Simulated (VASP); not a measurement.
Write the native input for VASP 6.6.1 that does the following.

```yaml
Task: single point
Functional: PBE
Potentials_or_basis: VASP PAW PBE potentials, release 64 (B, N)
Cutoff: 520 eV
k_mesh: 12 × 12 × 12
Occupations: gaussian, width 0.05 eV
Spin: no spin polarisation
Dipole_correction: no
Further_INCAR_settings: ALGO = Normal; EDIFF = 1e-07; NBANDS = 11
```

The structure of BN lies in POSCAR:

```
BN
1.0
    0.0000000000      1.8557424569      1.7254695090
    1.7254695090      0.0000000000      1.7254695090
    1.7254695090      1.8557424569      0.0000000000
B N
1 1
Direct
    0.0000000000      0.0000000000      0.0000000000
    0.7500000000      0.7500000000      0.7500000000
```

This cell differs from its parent crystal: volume 5.525 Å^3 an atom, c/a of the conventional cell 1.0755.

One way to write it, as run:

INCAR

```
SYSTEM = BN
PREC     = Accurate       ! precision mode
ENCUT    = 520            ! plane-wave cutoff, eV
EDIFF    = 1E-7           ! SCF threshold, eV
ISMEAR   = 0              ! smearing method
SIGMA    = 0.05           ! smearing width, eV
LREAL    = .FALSE.        ! projectors in reciprocal space
LASPH    = .TRUE.         ! aspherical terms in the spheres
NELM     = 60             ! most SCF steps
ALGO     = Normal         ! electronic algorithm
ISIF     = 2              ! what is computed and relaxed
LWAVE    = .FALSE.        ! write WAVECAR
LCHARG   = .FALSE.        ! write CHGCAR
GGA      = PE             ! functional
NBANDS   = 11             ! bands
```

KPOINTS

```
Automatic mesh
0
G
  12 12 12
  0 0 0
```

Potentials or basis: VASP PAW PBE potentials, release 64 (B, N).

The run is started by

```bash
$ cat potpaw_PBE.64/B/POTCAR potpaw_PBE.64/N/POTCAR > POTCAR
$ mpirun -np 1 vasp_std > vasp.out
```

Results of the run:

```
Pressure               : 32.2 GPa
Band gap on the k mesh : 3.83 eV, indirect (least direct gap 8.73 eV)
```

It took 15 s on 1 thread of Intel Xeon 8259CL, with other jobs on the host, peak memory 0.13 GiB.
